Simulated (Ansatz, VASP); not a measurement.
Given: the input of a run of Ansatz 0.2.0 on Sb.

Contents of input.yaml:

```yaml
crystal:
  lattice:
    - [2.1542, 1.2437279499, 3.758]
    - [-2.1542, 1.2437279499, 3.758]
    - [0.0, -2.4874558998, 3.758]
  atoms:
    - { symbol: Sb, position: [0.76651, 0.76651, 0.76651] }
    - { symbol: Sb, position: [0.23349, 0.23349, 0.23349] }
kpoints:
  mp_grid: { grid: [8, 8, 8] }
scf:
  occupations: { method: fermi_dirac, width: 0.05 }
hamiltonian:
  xc: rpbe
  dispersion: d3bj
  pseudopotentials: { kind: all_electron, lapw: { basis_error: 0.001 } }
output:
  forces: true
  stress: true
relax:
  f_tol: 0.02
  max_steps: 60
  cell: {}
```

Potentials or basis: all-electron LAPW, scalar-relativistic.

The run is started by

```bash
$ ansatz run input.yaml --threads 1 --pin off --max-ram 3072MiB --backend cpu --events-out ev --progress --plain --runs-dir out
```

Problem. Set up the same calculation for VASP 6.6.1. Potentials there: VASP PAW PBE potentials, release 64 (Sb).

Solution. As run (the cutoff follows the program's own potentials):

INCAR

```
SYSTEM = Sb
PREC = Accurate ; ENCUT = 600
EDIFF = 1E-7 ; ISMEAR = -1
SIGMA = 0.05 ; LREAL = .False.
LASPH = .True. ; NELM = 60
ALGO = Normal ; ISIF = 3
LWAVE = .False. ; LCHARG = .False.
GGA = RP ; IVDW = 12
IBRION = 2 ; NSW = 80
EDIFFG = -0.02
```

KPOINTS

```
Automatic mesh
0
Gamma
  8 8 8
  0 0 0
```

Contents of POSCAR:

```
Sb
1.0
    2.1542000000      1.2437279499      3.7580000000
   -2.1542000000      1.2437279499      3.7580000000
    0.0000000000     -2.4874558998      3.7580000000
Sb
2
Direct
    0.7665100000      0.7665100000      0.7665100000
    0.2334900000      0.2334900000      0.2334900000
```

Potentials or basis: VASP PAW PBE potentials, release 64 (Sb).

Launch:

```sh
$ cat potpaw_PBE.64/Sb/POTCAR > POTCAR
$ mpirun -np 1 vasp_std > vasp.out
```

Both were run:

|  | VASP | Ansatz | Ansatz less VASP |
| --- | --- | --- | --- |
| relaxed volume (Å³/atom) | 23.16 | 23.11 | -0.047 |
| relaxed cell length with the largest relative difference (Å) | 4.155 | 4.153 | -0.0020 |

VASP's potentials were made for PBE, not for RPBE. Ansatz ran all-electron here, and VASP with PAW potentials.

Spin-orbit coupling is off throughout. Noted on VASP's run: the volume moved by over 15 % at a fixed basis, so the end points are rough. Noted on Ansatz's run: the volume moved by over 15 % at a fixed basis, so the end points are rough.
